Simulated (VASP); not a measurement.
# In9P8 (a cell with a defect) in VASP: further runs

Runs on In9P8 (a cell with a defect). Level: PBE. Tasks: single point.

All numbers are computed with VASP 6.6.1; they aren't measurements. Logs are shortened: lines on timing, memory, paths and dates and some standing lists are left out, and cuts for length are marked.

## Step 1: The cell of the first run

The cell holds a defect, 17 atoms: a = 8.428 Å, b = 8.428 Å, c = 8.428 Å, α = 60.00°, β = 60.00°, γ = 60.00°.

## Step 2: Single point, PBE

File INCAR:

```
SYSTEM = In9P8
PREC = Accurate
ENCUT = 520
EDIFF = 1E-6
ISMEAR = 0
SIGMA = 0.02
LREAL = Auto
LASPH = .TRUE.
NELM = 100
ALGO = Fast
ISIF = 2
LWAVE = .FALSE.
LCHARG = .FALSE.
GGA = PE
NBANDS = 92
```

File KPOINTS:

```
Automatic mesh
0
G
  3 3 3
  0 0 0
```

File POSCAR:

```
In9P8
1.0
    0.0000000000      5.9597880294     -5.9597880294
   -5.9597880294      0.0000000000     -5.9597880294
   -5.9597880294      5.9597880294      0.0000000000
In P
9 8
Direct
    0.5019262405     -0.0047065432      0.5014819294
   -0.0071655233      1.0035118649      0.5109290775
    0.5106203417      0.4858478164      0.5108866263
   -0.0074535369      0.4856695382      0.5108247953
    0.5106661487      0.0034885469     -0.0070666943
   -0.0072213139      1.0035043982     -0.0073141024
    0.5106028075      0.4857999120     -0.0073936354
    0.0016222053      0.4944976206      0.0018785903
    0.2516093681      0.7443619602      0.2519330373
    0.6249732342      0.1180171168      0.1319353971
    0.1242044174      0.1269244806      0.1243977129
    0.6340863939      0.6171055886      0.1243662520
    0.1241445159      0.6171117130      0.1242748897
    0.6250267596      0.1180651051      0.6251029368
    0.1322810469      0.1178961393      0.6248970570
    0.6247686967      0.6255360059      0.6248324574
    0.1241616306      0.6171180891      0.6343423594
```

Potentials or basis: VASP PAW PBE potentials, release 64 (In_d, P).

The run is started by

```bash
$ cat potpaw_PBE.64/In_d/POTCAR potpaw_PBE.64/P/POTCAR > POTCAR
$ mpirun -np 1 vasp_std > vasp.out
```

OUTCAR:

```text
SYSTEM = In9P8
   PREC = Accurate
   ENCUT = 520
   EDIFF = 1E-6
   ISMEAR = 0
   LREAL = Auto
   LASPH = .TRUE.
   NELM = 100
   ISIF = 2
   GGA = PE

 ion  position               nearest neighbor table
   1  0.502  0.995  0.501-  14 2.54  10 2.54  15 2.54  16 2.54
   2  0.993  0.004  0.511-  14 2.53  15 2.53  17 2.66  11 2.66   9 3.09
   3  0.511  0.486  0.511-  14 2.53  16 2.53  17 2.66  12 2.66   9 3.09
   4  0.993  0.486  0.511-  15 2.53  16 2.53  13 2.66  17 2.66   9 3.09
   5  0.511  0.003  0.993-  14 2.53  10 2.53  12 2.66  11 2.66   9 3.09
   6  0.993  0.004  0.993-  15 2.53  10 2.53  13 2.66  11 2.66   9 3.09
   7  0.511  0.486  0.993-  10 2.53  16 2.53  13 2.66  12 2.66   9 3.09
   8  0.002  0.494  0.002-  13 2.53  12 2.53  17 2.53  11 2.53
   9  0.252  0.744  0.252-  13 2.63  17 2.63  12 2.63  11 2.63   4 3.09   7 3.09   3 3.09   6 3.09
                             2 3.09   5 3.09
  10  0.625  0.118  0.132-   7 2.53   6 2.53   5 2.53   1 2.54
  11  0.124  0.127  0.124-   8 2.53   9 2.63   5 2.66   2 2.66   6 2.66
  12  0.634  0.617  0.124-   8 2.53   9 2.63   5 2.66   3 2.66   7 2.66
  13  0.124  0.617  0.124-   8 2.53   9 2.63   6 2.66   7 2.66   4 2.66
  14  0.625  0.118  0.625-   3 2.53   2 2.53   5 2.53   1 2.54
  15  0.132  0.118  0.625-   4 2.53   6 2.53   2 2.53   1 2.54
  16  0.625  0.626  0.625-   7 2.53   3 2.53   4 2.53   1 2.54
  17  0.124  0.617  0.634-   8 2.53   9 2.63   2 2.66   3 2.66   4 2.66

  LATTYP: Found a face centered cubic cell.
 ALAT       =    11.9195760588

  Lattice vectors:

 A1 = (   0.0000000000,   5.9597880294,  -5.9597880294)
 A2 = (  -5.9597880294,   0.0000000000,  -5.9597880294)
 A3 = (  -5.9597880294,   5.9597880294,   0.0000000000)

Analysis of symmetry for initial positions (statically):
=====================================================================
 Subroutine PRICEL returns:
 Original cell was already a primitive cell.

 Routine SETGRP: Setting up the symmetry group for a
 face centered cubic supercell.

 Subroutine GETGRP returns: Found  1 space group operations
 (whereof  1 operations were pure point group operations)
 out of a pool of 48 trial point group operations.

The static configuration has the point symmetry C_1 .

Analysis of symmetry for dynamics (positions and initial velocities):
=====================================================================
 Subroutine PRICEL returns:
 Original cell was already a primitive cell.

 Routine SETGRP: Setting up the symmetry group for a
 face centered cubic supercell.

[... 126 lines left out ...]
   NSW    =      0    number of steps for IOM
[... 5 lines left out ...]
   TEBEG  =    0.0;   TEEND  =   0.0 temperature during run
   PSTRESS=    0.0 pullay stress
   NELECT =     157.0000    total number of electrons
   NUPDOWN=      -1.0000    fix difference up-down
   EMIN   =  10.00;   EMAX   =-10.00  energy-range for DOS
   EFERMI =   0.00;   METHOD = LEGACY
   ISMEAR =     0;   SIGMA  =   0.02  broadening in eV -4-tet -1-fermi 0-gaus
   EFERMI_NEDOS =   21; number of points for ismear=-14 and -15
   IALGO  =     68    algorithm
   IMIX   =      4    mixing-type and parameters
     AMIX     =   0.40;   BMIX     =  1.00
     AMIX_MAG =   1.60;   BMIX_MAG =  1.00
  volume/ion in A,a.u.               =      24.90       168.06
  Fermi-wavevector in a.u.,A,eV,Ry     =   1.176162  2.222624 18.821723  1.383358
  Thomas-Fermi vector in A             =   2.312531
   LORBIT       =      0    0 simple, 1 ext, 2 COOP (PROOUT), +10 PAW based schemes
   GGA     = PE    functional components
   LHFCALC =     F    Hartree Fock is set to
   AEXX    =    0.0000 exact exchange contribution
   IVDW    =     0    specifies the selected vdW correction
   LEPSILON=     F    determine dielectric tensor
   LRPA    =     F    only Hartree local field effects (RPA)
 non-spin polarized calculation
 RMM-DIIS sequential band-by-band and
 Gauss-broadening in eV      SIGMA  =   0.02
  energy-cutoff  :      520.00
  volume of cell :      423.37
 maximum number of plane-waves:     11527
 NGX is ok and might be reduce to    64
   NGX = 31   NGY = 31   NGZ = 31

 number of electron     156.9999997 magnetization

 Free energy of the ion-electron system (eV)
  ---------------------------------------------------
  ext. energy  EPLUGINS =         0.00000000
  ---------------------------------------------------
  free energy    TOTEN  =       -66.36615544 eV

  energy without entropy =      -66.36491272  energy(sigma->0) =      -66.36553408

 E-fermi :   6.7936     XC(G=0):  -9.3949

 val. band max:        6.7911125299   @ k =   0.0000   0.0000   0.0000
 cond. band min:       6.7938677076   @ k =   0.0000   0.0000   0.0000
 fundamental gap:      0.0027551776
 Fermi energy:         6.7935589171

 k-point     1 :       0.0000    0.0000    0.0000
  band No.  band energies     occupation
      1      -8.9925      2.00000
      2      -8.9922      2.00000
      3      -8.9919      2.00000
      4      -8.8928      2.00000
      5      -8.8926      2.00000
      6      -8.8921      2.00000
[... 1291 lines left out ...]
     89       8.8472      0.00000
     90       8.9627      0.00000
 [bands above 90 left out]

------------------------ aborting loop because EDIFF is reached ----------------------------------------

  FORCE on cell =-STRESS in cart. coord.  units (eV):
  Direction    XX          YY          ZZ          XY          YZ          ZX
  --------------------------------------------------------------------------------------
  -------------------------------------------------------------------------------------
  Total       15.4536039     15.4548944     15.4538822     -0.0079551     -0.0014930      0.0093544
  in kB       58.4814218     58.4863056     58.4824750     -0.0301047     -0.0056499      0.0354001
  external PRESSURE =      58.4834008 kB  Pullay stress =       0.0000000 kB

 VOLUME and BASIS-vectors are now :
 -----------------------------------------------------------------------------
  energy-cutoff  :      520.00
  volume of cell :      423.37
      direct lattice vectors                 reciprocal lattice vectors
     0.000000000  5.959788029 -5.959788029     0.083895601  0.083895601 -0.083895601
    -5.959788029  0.000000000 -5.959788029    -0.083895601 -0.083895601 -0.083895601
    -5.959788029  5.959788029  0.000000000    -0.083895601  0.083895601  0.083895601

 POSITION                                       TOTAL-FORCE (eV/Angst)
 -----------------------------------------------------------------------------------
     -8.92046      5.98010     -8.92311         0.004225      0.010997      0.005113
     -3.06596      8.96211     -5.93801        -0.017513     -0.000736      0.002408
     -5.94033      6.08796     -5.93874        -0.003042      0.010680     -0.002241
     -5.93890      8.95977     -8.80985        -0.004140     -0.005193      0.009215
     -5.93846      8.96113     -3.06425         0.002971      0.002558     -0.022319
     -5.93708     11.83295     -5.93764        -0.001489     -0.016532      0.002319
[... 9 lines left out ...]
     -7.45193      7.44736     -7.45155         0.007653      0.007181      0.006432
     -7.45844      4.52052     -4.41787        -0.000061      0.003036      0.004931
 -----------------------------------------------------------------------------------
    total drift:                               -0.023892     -0.017084     -0.032711

  FREE ENERGIE OF THE ION-ELECTRON SYSTEM (eV)
  ---------------------------------------------------
  free  energy   TOTEN  =       -66.3661554412 eV

  energy  without entropy=      -66.3649127215  energy(sigma->0) =      -66.36553408
```

Run time: 28 min. Hardware: 1 thread of Oxide Virtual Turin-like, shared host; peak memory 0.73 GiB.

Results:

```yaml
Free_energy: -66.3662 eV
Pressure: 5.8 GPa
Largest_force: 0.023 eV/Å
Band_gap_on_the_k_mesh: zero (an odd number of electrons rules out a gap without spin polarisation)
```

Forces in eV/Å, atoms in the order of the input:
```
In   0.004  0.011  0.005
In  -0.018 -0.001  0.002
In  -0.003  0.011 -0.002
In  -0.004 -0.005  0.009
In   0.003  0.003 -0.022
In  -0.001 -0.017  0.002
In   0.009 -0.003 -0.005
In   0.003  0.002 -0.002
In   0.000 -0.003 -0.001
P    0.009 -0.007 -0.007
P   -0.001 -0.002  0.000
P    0.003  0.003  0.001
P    0.004 -0.001  0.005
P   -0.006  0.008 -0.006
P   -0.008 -0.009  0.009
P    0.008  0.007  0.006
P    0.000  0.003  0.005
```

Caveat: spin-orbit coupling is left out, which moves the levels of the heavy elements; an odd number of electrons without spin polarisation forces a metal; a magnetic or distorted state may lie lower.

## Step 3: Single point, PBE

File INCAR:

```
  PREC = Accurate
  ENCUT = 520
  EDIFF = 1E-6
  ISMEAR = 0
  SIGMA = 0.02
  LREAL = Auto
  LASPH = T
  NELM = 100
  ALGO = Fast
  ISIF = 2
  LWAVE = F
  LCHARG = T
  GGA = PE
  LELF = T
  LVHAR = T
  NBANDS = 92
```

File KPOINTS:

```
regular mesh
0
Gamma
  3 3 3
```

File POSCAR:

```
In9P8
1.0
    0.0000000000      5.9597880294     -5.9597880294
   -5.9597880294      0.0000000000     -5.9597880294
   -5.9597880294      5.9597880294      0.0000000000
In P
9 8
Direct
    0.5109909086     -0.0073936354      0.5106028075
   -0.0070880038      0.9929333008      0.5106661487
    0.5012983659      0.5014819294      0.5019262405
   -0.0073547918      0.5108866263      0.5106203417
    0.5110310107     -0.0073141024     -0.0072213139
    0.0020015813      1.0018785854      0.0016222053
    0.5109591960      0.5108247953     -0.0074535369
   -0.0072754265      0.5109290775     -0.0071655233
    0.2520956270      0.2519330373      0.2516093681
    0.6344688740      0.1242748897      0.1241445159
    0.1244733867      0.1243977129      0.1242044174
    0.6249258332      0.6248971409      0.1322809630
    0.1243779135      0.6343423594      0.1241616306
    0.6250742445      0.1319353971      0.6249732342
    0.1244417581      0.1243662520      0.6340863939
    0.6248628276      0.6248324574      0.6247686967
    0.1318051911      0.6251029368      0.6250267596
```

Potentials or basis: VASP PAW PBE potentials, release 64 (In_d, P).

The run is started by

```bash
$ cat potpaw_PBE.64/In_d/POTCAR potpaw_PBE.64/P/POTCAR > POTCAR
$ mpirun -np 1 vasp_std > vasp.out
```

Wall time 34 min (1 thread of AMD EPYC 9755, shared host); peak memory 0.71 GiB.

It converged, with:

| Property | Result |
| --- | --- |
| Free energy | -66.3662 eV |
| Pressure | 5.8 GPa |
| Largest force | 0.023 eV/Å |
| Band gap on the k mesh | zero (an odd number of electrons rules out a gap without spin polarisation) |

Forces in eV/Å, atoms in the order of the input:
```
In   0.003  0.009  0.005
In  -0.003  0.003  0.022
In  -0.011  0.004 -0.005
In  -0.011 -0.003  0.002
In   0.016 -0.002 -0.002
In  -0.002  0.003  0.002
In   0.005 -0.004 -0.009
In   0.001 -0.017 -0.002
In   0.003  0.000  0.001
P    0.001  0.004 -0.005
P    0.002 -0.001  0.000
P    0.009 -0.009 -0.010
P   -0.003  0.000 -0.005
P    0.007  0.009  0.007
P   -0.002  0.003 -0.001
P   -0.007  0.008 -0.007
P   -0.008 -0.006  0.006
```

Levels at points of the mesh, in eV from the Fermi level:
```tsv
k point	band 75	band 76	band 77	band 78	band 79	band 80	band 81	band 82
(0.00, 0.00, 0.00)	-2.40	-1.59	-1.59	-1.59	-1.14	-0.26	-0.26	-0.26
```

Caveat: spin-orbit coupling is left out, which moves the levels of the heavy elements; an odd number of electrons without spin polarisation forces a metal; a magnetic or distorted state may lie lower.
